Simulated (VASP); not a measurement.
# B (Fd-3m) in VASP: notebook

Runs on B. Level: PBE. Tasks: single point, relaxation of cell and atoms.

All numbers are computed with VASP 6.6.1; they aren't measurements. Logs are shortened: lines on timing, memory, paths and dates and some standing lists are left out, and cuts for length are marked.

## (1) The cell of the first run

It takes space group Fd-3m (No. 227, cubic). Conventional cell: a = 3.982 Å, b = 3.982 Å, c = 3.982 Å, α = 90.00°, β = 90.00°, γ = 90.00°. Within 2.3 Å of B (site symmetry -43m) lie 4 B at 1.72 Å.

## (2) Single point, PBE (volume scaled by 0.95)

INCAR

```
SYSTEM = B
  ALGO = Normal
  EDIFF = 1E-7
  ENCUT = 520
  GGA = PE
  ISIF = 2
  ISMEAR = -1
  LASPH = .True.
  LCHARG = .True.
  LELF = .True.
  LREAL = .False.
  LVHAR = .True.
  LWAVE = .False.
  NBANDS = 10
  NELM = 60
  PREC = Accurate
  SIGMA = 0.05
```

KPOINTS

```
k-points
0
Gamma
  18 18 18
  0 0 0
```

POSCAR

```
B
1.0
    0.0000000000      1.9912093304      1.9912093304
    1.9912093304      0.0000000000      1.9912093304
    1.9912093304      1.9912093304      0.0000000000
B
2
Direct
   -0.1250000000     -0.1250000000     -0.1250000000
    0.1250000000      0.1250000000      0.1250000000
```

Potentials or basis: VASP PAW PBE potentials, release 64 (B).

Started as:

```console
$ cat potpaw_PBE.64/B/POTCAR > POTCAR
$ mpirun -np 1 vasp_std > vasp.out
```

OUTCAR:

```text
SYSTEM = B
   EDIFF = 1E-7
   ENCUT = 520
   GGA = PE
   ISIF = 2
   ISMEAR = -1
   LASPH = .True.
   LREAL = .False.
   NELM = 60
   PREC = Accurate

 ion  position               nearest neighbor table
   1  0.875  0.875  0.875-   2 1.72   2 1.72   2 1.72   2 1.72
   2  0.125  0.125  0.125-   1 1.72   1 1.72   1 1.72   1 1.72

  LATTYP: Found a face centered cubic cell.
 ALAT       =     3.9824186608

  Lattice vectors:

 A1 = (   0.0000000000,   1.9912093304,   1.9912093304)
 A2 = (   1.9912093304,   0.0000000000,   1.9912093304)
 A3 = (   1.9912093304,   1.9912093304,   0.0000000000)

Analysis of symmetry for initial positions (statically):
=====================================================================
 Subroutine PRICEL returns:
 Original cell was already a primitive cell.

 Routine SETGRP: Setting up the symmetry group for a
 face centered cubic supercell.

 Subroutine GETGRP returns: Found 48 space group operations
 (whereof 12 operations were pure point group operations)
 out of a pool of 48 trial point group operations.

The static configuration has the point symmetry D_3d.
 The point group associated with its full space group is O_h .

Analysis of symmetry for dynamics (positions and initial velocities):
=====================================================================
 Subroutine PRICEL returns:
 Original cell was already a primitive cell.

 Routine SETGRP: Setting up the symmetry group for a
 face centered cubic supercell.

 Subroutine GETGRP returns: Found 48 space group operations
 (whereof 12 operations were pure point group operations)
 out of a pool of 48 trial point group operations.

The dynamic configuration has the point symmetry D_3d.
 The point group associated with its full space group is O_h .

 Subroutine INISYM returns: Found 48 space group operations
 (whereof 12 operations are pure point group operations),
 and found     1 'primitive' translations

----------------------------------------------------------------------------------------

                                     Primitive cell

  volume of cell :      15.7899

  direct lattice vectors                    reciprocal lattice vectors
     0.000000000  1.991209330  1.991209330    -0.251103685  0.251103685  0.251103685
     1.991209330  0.000000000  1.991209330     0.251103685 -0.251103685  0.251103685
     1.991209330  1.991209330  0.000000000     0.251103685  0.251103685 -0.251103685

  length of vectors
     2.815995241  2.815995241  2.815995241     0.434924340  0.434924340  0.434924340

  position of ions in fractional coordinates (direct lattice)
     0.875000000  0.875000000  0.875000000
     0.125000000  0.125000000  0.125000000

  ion indices of the primitive-cell ions
   primitive index   ion index
                 1           1
                 2           2

----------------------------------------------------------------------------------------

 KPOINTS: k-points

Automatic generation of k-mesh.
 Grid dimensions read from file:
 generate k-points for:   18   18   18

 Generating k-lattice:

  Cartesian coordinates                     Fractional coordinates (reciprocal lattice)
    -0.013950205  0.013950205  0.013950205     0.055555556  0.000000000  0.000000000
     0.013950205 -0.013950205  0.013950205     0.000000000  0.055555556  0.000000000
     0.013950205  0.013950205 -0.013950205     0.000000000  0.000000000  0.055555556

  Length of vectors
     0.024162463  0.024162463  0.024162463

  Shift w.r.t. Gamma in fractional coordinates (k-lattice)
     0.000000000  0.000000000  0.000000000

 Subroutine IBZKPT returns following result:
 ===========================================

 Found    195 irreducible k-points:

 Following reciprocal coordinates:
            Coordinates               Weight
  0.000000  0.000000  0.000000      1.000000
  0.055556  0.000000  0.000000      8.000000
  0.111111  0.000000  0.000000      8.000000
  0.166667  0.000000  0.000000      8.000000
  0.222222  0.000000  0.000000      8.000000
  0.277778  0.000000  0.000000      8.000000
[... 16 lines left out ...]
 -0.277778  0.055556  0.000000     24.000000
 -0.222222  0.055556  0.000000     24.000000
 [... further k-points ...]
   k-points           NKPTS =    195   k-points in BZ     NKDIM =    195   number of bands    NBANDS=     10
   number of dos      NEDOS =    301   number of ions     NIONS =      2
   total plane-waves  NPLWV =  13824
   dimension x,y,z NGX =    24 NGY =   24 NGZ =   24
   dimension x,y,z NGXF=    48 NGYF=   48 NGZF=   48
   ions per type =               2
   NGX,Y,Z   is equivalent  to a cutoff of  14.17, 14.17, 14.17 a.u.
   NGXF,Y,Z  is equivalent  to a cutoff of  28.34, 28.34, 28.34 a.u.
 SYSTEM =  B
   PREC   = accura    normal or accurate (medium, high low for compatibility)
   ISTART =      0    job   : 0-new  1-cont  2-samecut
   ICHARG =      2    charge: 1-file 2-atom 10-const
   ISPIN  =      1    spin polarized calculation?
   LNONCOLLINEAR =      F non collinear calculations
   LSORBIT =      F    spin-orbit coupling
   LASPH  =      T    aspherical Exc in radial PAW
   ENCUT  =  520.0 eV  38.22 Ry    6.18 a.u.   5.24  5.24  5.24*2*pi/ulx,y,z
   NELM   =     60;   NELMIN=  2; NELMDL= -5     # of ELM steps
   EDIFF  = 0.1E-06   stopping-criterion for ELM
   LREAL  =      F    real-space projection
   EDIFFG = 0.1E-05   stopping-criterion for IOM
   NSW    =      0    number of steps for IOM
   IBRION =     -1    ionic relax: 0-MD 1-quasi-New 2-CG
   NFREE  =      0    steps in history (QN), initial steepest desc. (CG)
   ISIF   =      2    stress and relaxation
   ISYM   =      2    0-nonsym 1-usesym 2-fastsym
   POTIM  = 0.5000    time-step for ionic-motion
   TEBEG  =    0.0;   TEEND  =   0.0 temperature during run
   PSTRESS=    0.0 pullay stress
   NELECT =       6.0000    total number of electrons
   NUPDOWN=      -1.0000    fix difference up-down
   EMIN   =  10.00;   EMAX   =-10.00  energy-range for DOS
   EFERMI =   0.00;   METHOD = LEGACY
   ISMEAR =    -1;   SIGMA  =   0.05  broadening in eV -4-tet -1-fermi 0-gaus
   EFERMI_NEDOS =   21; number of points for ismear=-14 and -15
   IALGO  =     38    algorithm
   IMIX   =      4    mixing-type and parameters
     AMIX     =   0.40;   BMIX     =  1.00
     AMIX_MAG =   1.60;   BMIX_MAG =  1.00
  volume/ion in A,a.u.               =       7.89        53.28
  Fermi-wavevector in a.u.,A,eV,Ry     =   1.185764  2.240769 19.130291  1.406037
  Thomas-Fermi vector in A             =   2.321951
   LORBIT       =      0    0 simple, 1 ext, 2 COOP (PROOUT), +10 PAW based schemes
   GGA     = PE    functional components
   LHFCALC =     F    Hartree Fock is set to
   AEXX    =    0.0000 exact exchange contribution
   IVDW    =     0    specifies the selected vdW correction
   LEPSILON=     F    determine dielectric tensor
   LRPA    =     F    only Hartree local field effects (RPA)
 non-spin polarized calculation
  energy-cutoff  :      520.00
  volume of cell :       15.79
 maximum number of plane-waves:       444
 NGX is ok and might be reduce to    24
   NGX = 11   NGY = 11   NGZ = 11

 number of electron       6.0000000 magnetization

 Free energy of the ion-electron system (eV)
  ---------------------------------------------------
  ext. energy  EPLUGINS =         0.00000000
  ---------------------------------------------------
  free energy    TOTEN  =       -11.49305789 eV

  energy without entropy =      -11.48522734  energy(sigma->0) =      -11.48914262

 E-fermi :   4.1646     XC(G=0): -11.4092

 val. band max:        4.1624593768   @ k =   0.5000   0.1667   0.0000
 cond. band min:       4.1762232630   @ k =   0.5000   0.2778   0.1111
 fundamental gap:      0.0137638862
 Fermi energy:         4.1646236337

 k-point     1 :       0.0000    0.0000    0.0000
  band No.  band energies     occupation
      1      -9.0966      2.00000
      2       8.3661      0.00000
      3       8.3661      0.00000
      4       8.3661      0.00000
      5      12.6033      0.00000
      6      12.6033      0.00000
      7      12.6033      0.00000
      8      21.7426      0.00000
      9      23.6530      0.00000
     10      27.7424      0.00000

 k-point     2 :       0.0556    0.0000    0.0000
  band No.  band energies     occupation
      1      -9.0275      2.00000
      2       7.8370      0.00000
      3       8.2234      0.00000
      4       8.2234      0.00000
      5      12.7899      0.00000
      6      12.7899      0.00000
      7      12.9799      0.00000
      8      21.7014      0.00000
      9      23.7767      0.00000
     10      26.6173      0.00000

 k-point     3 :       0.1111    0.0000    0.0000
  band No.  band energies     occupation
      1      -8.8204      2.00000
      2       6.6225      0.00000
      3       7.8705      0.00000
      4       7.8705      0.00000
      5      13.2557      0.00000
      6      13.2557      0.00000
      7      13.7518      0.00000
      8      21.5847      0.00000
      9      24.0991      0.00000
     10      25.4678      0.00000

 k-point     4 :       0.1667    0.0000    0.0000
  band No.  band energies     occupation
      1      -8.4760      2.00000
      2       5.1426      0.00000
      3       7.4361      0.00000
      4       7.4361      0.00000
      5      13.8164      0.00000
      6      13.8164      0.00000
      7      14.5403      0.00000
      8      21.4068      0.00000
      9      24.5026      0.00000
     10      24.7058      0.00000

 k-point     5 :       0.2222    0.0000    0.0000
  band No.  band energies     occupation
      1      -7.9954      2.00000
      2       3.5788      1.99998
      3       7.0077      0.00000
      4       7.0077      0.00000
      5      14.3061      0.00000
      6      14.3061      0.00000
      7      15.2223      0.00000
      8      21.1873      0.00000
      9      24.4304      0.00000
     10      24.4304      0.00000

 k-point     6 :       0.2778    0.0000    0.0000
  band No.  band energies     occupation
      1      -7.3805      2.00000
      2       2.0154      2.00000
      3       6.6302      0.00000
      4       6.6302      0.00000
      5      14.6199      0.00000
      6      14.6199      0.00000
      7      15.7753      0.00000
      8      20.9524      0.00000
      9      24.6983      0.00000
     10      24.6983      0.00000
[... 183 lines left out ...]
 k-point    21 :      -0.3889    0.0556    0.0000
  band No.  band energies     occupation
      1      -5.3899      2.00000
      2      -1.3371      2.00000
      3       5.5961      0.00000
      4       6.1113      0.00000
      5      14.7780      0.00000
      6      14.8293      0.00000
      7      16.7526      0.00000
      8      20.6072      0.00000
      9      25.6637      0.00000
     10      26.1264      0.00000

 k-point    22 :      -0.3333    0.0556    0.0000
  band No.  band energies     occupation
      1      -6.2980      2.00000
      2       0.0604      2.00000
      3       5.6940      0.00000
      4       6.4058      0.00000
      5      14.6718      0.00000
      6      14.9873      0.00000
      7      16.4740      0.00000
      8      20.6341      0.00000
      9      24.8402      0.00000
     10      25.3912      0.00000

 k-point    23 :      -0.2778    0.0556    0.0000
  band No.  band energies     occupation
      1      -7.0859      2.00000
      2       1.5462      2.00000
      3       5.8909      0.00000
      4       6.7703      0.00000
      5      14.4778      0.00000
      6      15.0516      0.00000
      7      16.0725      0.00000
      8      20.6792      0.00000
      9      23.9178      0.00000
     10      25.1609      0.00000

 k-point    24 :      -0.2222    0.0556    0.0000
  band No.  band energies     occupation
      1      -7.7445      2.00000
      2       3.0877      2.00000
      3       6.1837      0.00000
      4       7.1867      0.00000
      5      14.1347      0.00000
      6      14.9126      0.00000
      7      15.5593      0.00000
      8      20.7956      0.00000
      9      23.4950      0.00000
     10      24.9681      0.00000

 [... further k-points ...]
[... 5 lines left out ...]
  --------------------------------------------------------------------------------------
  -------------------------------------------------------------------------------------
  Total        0.9812630      0.9812630      0.9812630      0.0000000      0.0000000      0.0000000
  in kB       99.5669590     99.5669590     99.5669590      0.0000000      0.0000000      0.0000000
  external PRESSURE =      99.5669590 kB  Pullay stress =       0.0000000 kB

 VOLUME and BASIS-vectors are now :
 -----------------------------------------------------------------------------
  energy-cutoff  :      520.00
  volume of cell :       15.79
      direct lattice vectors                 reciprocal lattice vectors
     0.000000000  1.991209330  1.991209330    -0.251103685  0.251103685  0.251103685
     1.991209330  0.000000000  1.991209330     0.251103685 -0.251103685  0.251103685
     1.991209330  1.991209330  0.000000000     0.251103685  0.251103685 -0.251103685

 POSITION                                       TOTAL-FORCE (eV/Angst)
 -----------------------------------------------------------------------------------
      3.48462      3.48462      3.48462         0.000000     -0.000000      0.000000
      0.49780      0.49780      0.49780        -0.000000      0.000000     -0.000000
 -----------------------------------------------------------------------------------
    total drift:                                0.000000      0.000000      0.000000

  FREE ENERGIE OF THE ION-ELECTRON SYSTEM (eV)
  ---------------------------------------------------
  free  energy   TOTEN  =       -11.4930578890 eV

  energy  without entropy=      -11.4852273424  energy(sigma->0) =      -11.48914262
```

Wall time 17 s (1 thread of Intel Xeon Platinum 8488C (Sapphire Rapids), shared host); peak memory 0.15 GiB.

What came out:

```yaml
Free_energy: -11.4931 eV
Pressure: 10.0 GPa
Band_gap_on_the_k_mesh: zero (band 3 reaches 8.37 eV, above the bottom of band 4 at 0.89 eV)
```

(Part 1 of 2 ends here.)
